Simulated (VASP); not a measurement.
Write the native input for VASP 6.6.1 that does the following.

```
Task                   : single point
Functional             : PBE
Potentials or basis    : VASP PAW PBE potentials, release 64 (Ti_sv)
Cutoff                 : 500 eV
k mesh                 : 10 × 10 × 10
Occupations            : fermi-dirac, width 0.1 eV
Spin                   : no spin polarisation
Dipole correction      : no
Further INCAR settings : ALGO = Normal; EDIFF = 1e-06; NBANDS = 12
```

The structure of Ti lies in POSCAR:

```
Ti
1.0
    0.0000000000      2.0163754284      2.0163754284
    2.0163754284      0.0000000000      2.0163754284
    2.0163754284      2.0163754284      0.0000000000
Ti
1
Direct
    0.0000000000      0.0000000000      0.0000000000
```

One way to write it, as run:

INCAR

```
PREC = Accurate
ENCUT = 500
EDIFF = 1E-6
ISMEAR = -1
SIGMA = 0.1
LREAL = False
LASPH = True
NELM = 120
ALGO = Normal
ISIF = 2
LWAVE = False
LCHARG = True
GGA = PE
LELF = True
LVHAR = True
NBANDS = 12
GGA_COMPAT = False
```

KPOINTS

```
regular mesh
0
Gamma
  10 10 10
```

Potentials or basis: VASP PAW PBE potentials, release 64 (Ti_sv).

Run with:

```bash
$ cat potpaw_PBE.64/Ti_sv/POTCAR > POTCAR
$ mpirun -np 1 vasp_std > vasp.out
```

It gave:

```json
{"Pressure": "6.8 GPa", "Band gap on the k mesh": "zero (band 6 reaches 9.76 eV, above the bottom of band 7 at 8.58 eV)"}
```

Run time: 12 s on 1 thread of Intel Xeon 8259CL, on a shared host, peak memory 0.14 GiB.
